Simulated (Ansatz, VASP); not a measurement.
Two plane-wave programs on BP

File INCAR:

```
SYSTEM = BP
ALGO     = Normal         ! electronic algorithm
EDIFF    = 1E-6           ! SCF threshold, eV
ENCUT    = 500            ! plane-wave cutoff, eV
GGA      = PS             ! functional
GGA_COMPAT= .FALSE.      
ISIF     = 2              ! what is computed and relaxed
ISMEAR   = 0              ! smearing method
LASPH    = .TRUE.         ! aspherical terms in the spheres
LCHARG   = .TRUE.         ! write CHGCAR
LELF     = .TRUE.         ! ELF
LREAL    = .FALSE.        ! projectors in reciprocal space
LVHAR    = .TRUE.       
LWAVE    = .FALSE.        ! write WAVECAR
NBANDS   = 11             ! bands
NELM     = 120            ! most SCF steps
PREC     = Accurate       ! precision mode
SIGMA    = 0.02           ! smearing width, eV
```

Contents of KPOINTS:

```
k-points
0
G
  10 10 10
  0 0 0
```

The input POSCAR:

```
BP
1.0
    0.0000000000      2.3259508050      2.3259508050
    2.3259508050      0.0000000000      2.3259508050
    2.3259508050      2.3259508050      0.0000000000
B P
1 1
Direct
    0.0000000000      0.0000000000      0.0000000000
    0.2500000000      0.2500000000      0.2500000000
```

Input for Ansatz:

```yaml
crystal:
  lattice:
    - [0.0, 2.325950805, 2.325950805]
    - [2.325950805, 0.0, 2.325950805]
    - [2.325950805, 2.325950805, 0.0]
  atoms:
    - { symbol: B, position: [0.0, 0.0, 0.0] }
    - { symbol: P, position: [0.25, 0.25, 0.25] }
basis:
  ecutwfc: 420
kpoints:
  mp_grid: { grid: [10, 10, 10] }
hamiltonian:
  xc: pbesol
scf:
  occupations: { method: gaussian, width: 0.02 }
output:
  forces: true
  stress: true
  eigenvalues: true
```

Alike in both runs: task single point; functional PBEsol; k mesh 10 × 10 × 10; occupations gaussian, width 0.02 eV; no spin polarisation.

|  | VASP | Ansatz |
| --- | --- | --- |
| version | VASP 6.6.1 | Ansatz 0.2.0 |
| potentials or method | VASP PAW PBE potentials, release 64 (B, P), cutoff 500 eV | scalar-relativistic, plane waves, PAW |
| valence electrons in the cell | 8 | 8 |

Ansatz gave:

- gap on the k mesh at the Fermi level (eV): 1.23
- least direct gap on the mesh (eV): 3.26
- pressure (GPa): -12.4

**Question.** What did VASP give for the same quantities?

**Answer.** gap on the k mesh at the Fermi level (eV): 1.22; least direct gap on the mesh (eV): 3.26; pressure (GPa): -12.3.

VASP's potentials were made for PBE, not for PBEsol.
